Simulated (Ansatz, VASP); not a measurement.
## One calculation of TiTlF3, two programs

```
CELL_PARAMETERS angstrom
4.32069 0.00000 0.00000
0.00000 4.32069 0.00000
0.00000 0.00000 4.32069
ATOMIC_POSITIONS crystal
Ti 0.00000 0.00000 0.00000
F 0.50000 0.00000 0.00000
F 0.00000 0.50000 0.00000
F 0.00000 0.00000 0.50000
Tl 0.50000 0.50000 0.50000
```

Alike in both runs: task single point; functional PBE; k mesh 6 × 6 × 6; collinear spin.

|  | VASP | Ansatz |
| --- | --- | --- |
| version | VASP 6.6.1 | Ansatz 0.2.0 |
| potentials or method | VASP PAW PBE potentials, release 64 (Ti_sv, F, Tl_d), cutoff 520 eV | PAW plane waves |
| occupations | fermi-dirac, width 0.1 eV | fermi-dirac |
| valence electrons in the cell | 46 | 46 |

Ansatz gave:

| Property | Result |
| --- | --- |
| pressure (GPa) | -2.2 |
| net moment per atom (μB) | 0.38 |
| size of the moment on the site where the two differ most (μB) | 1.30 |

What did VASP give for the same quantities?

Pressure (GPa): -3.5; net moment per atom (μB): 0.00; size of the moment on the site where the two differ most (μB): 0.00.

The net moments are unlike, so the other rows may belong to different states. Site moments also hang on the region over which each program counts them. Ansatz's warnings: stability check not made.

Spin-orbit coupling is off throughout.
